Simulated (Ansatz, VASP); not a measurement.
**One calculation of Sb, two programs**

The input INCAR:

```
ALGO = Normal
EDIFF = 1E-6
ENCUT = 500
GGA = PE
GGA_COMPAT = False
ISIF = 2
ISMEAR = -1
LASPH = True
LCHARG = True
LELF = True
LREAL = False
LVHAR = True
LWAVE = False
NBANDS = 12
NELM = 120
PREC = Accurate
SIGMA = 0.08
```

The input KPOINTS:

```
k-points
0
Gamma
  10 10 10
```

POSCAR

```
Sb
1.0
    0.0000000000      2.7732142483      2.7732142483
    2.7732142483      0.0000000000      2.7732142483
    2.7732142483      2.7732142483      0.0000000000
Sb
2
Direct
   -0.1250000000     -0.1250000000     -0.1250000000
    0.1250000000      0.1250000000      0.1250000000
```

Input for Ansatz:

```yaml
crystal:
  lattice:
    - [0.0, 2.7732142483, 2.7732142483]
    - [2.7732142483, 0.0, 2.7732142483]
    - [2.7732142483, 2.7732142483, 0.0]
  atoms:
    - { symbol: Sb, position: [-0.125, -0.125, -0.125] }
    - { symbol: Sb, position: [0.125, 0.125, 0.125] }
kpoints:
  mp_grid: { grid: [10, 10, 10] }
scf:
  occupations: { method: fermi_dirac, width: 0.08 }
hamiltonian:
  xc: pbe
  pseudopotentials: { kind: all_electron, lapw: { basis_error: 0.001 } }
output:
  forces: true
  stress: true
  eigenvalues: true
  populations: true
```

Change from the starting cell: volume scaled by 0.5, LAPW.

Alike in both runs: task single point; functional PBE; k mesh 10 × 10 × 10; occupations fermi-dirac, width 0.08 eV; no spin polarisation.

|  | VASP | Ansatz |
| --- | --- | --- |
| version | VASP 6.6.1 | Ansatz 0.2.0 |
| potentials or method | VASP PAW PBE potentials, release 64 (Sb), cutoff 500 eV | all-electron LAPW, scalar-relativistic |

|  | VASP | Ansatz | Ansatz less VASP |
| --- | --- | --- | --- |
| pressure (GPa) | 91.4 | 90.2 | -1.26 |

Both programs put the cell under a high pressure, so it lies far from rest at this level. Ansatz ran all-electron here, and VASP with PAW potentials.

Neither program's run includes spin-orbit coupling. Noted on VASP's run: the cell as given lies far from equilibrium.
